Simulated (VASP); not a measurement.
Wanted: the native input for a VASP 6.6.1 run.

```yaml
Task: single point
Functional: PBE
Potentials_or_basis: VASP PAW PBE potentials, release 64 (K_sv, F)
Cutoff: 520 eV
k_mesh: 5 × 5 × 5
Occupations: fermi-dirac, width 0.05 eV
Spin: no spin polarisation
Dipole_correction: no
Further_INCAR_settings: ALGO = Normal; EDIFF = 1e-06; NBANDS = 15
```

The structure of KF lies in POSCAR:

```
KF
1.0
    0.0000000000      2.6718500000      2.6718500000
    2.6718500000      0.0000000000      2.6718500000
    2.6718500000      2.6718500000      0.0000000000
K F
1 1
Direct
    0.0000000000      0.0000000000      0.0000000000
    0.5000000000      0.5000000000      0.5000000000
```

The input as run:

INCAR

```
PREC = Accurate
ENCUT = 520
EDIFF = 1E-6
ISMEAR = -1
SIGMA = 0.05
LREAL = False
LASPH = True
NELM = 60
ALGO = Normal
ISIF = 2
LWAVE = False
LCHARG = False
GGA = PE
NBANDS = 15
```

KPOINTS

```
regular mesh
0
Gamma
  5 5 5
```

Potentials or basis: VASP PAW PBE potentials, release 64 (K_sv, F).

The run is started by

```sh
$ cat potpaw_PBE.64/K_sv/POTCAR potpaw_PBE.64/F/POTCAR > POTCAR
$ mpirun -np 1 vasp_std > vasp.out
```

Results of the run:

```json
{
 "Pressure": "1.4 GPa",
 "Band gap on the k mesh": "6.17 eV"
}
```

Wall time 4 s on 1 thread of Intel(R) Xeon(R) 6975P-C (Granite Rapids), on a shared host, peak memory 0.15 GiB.
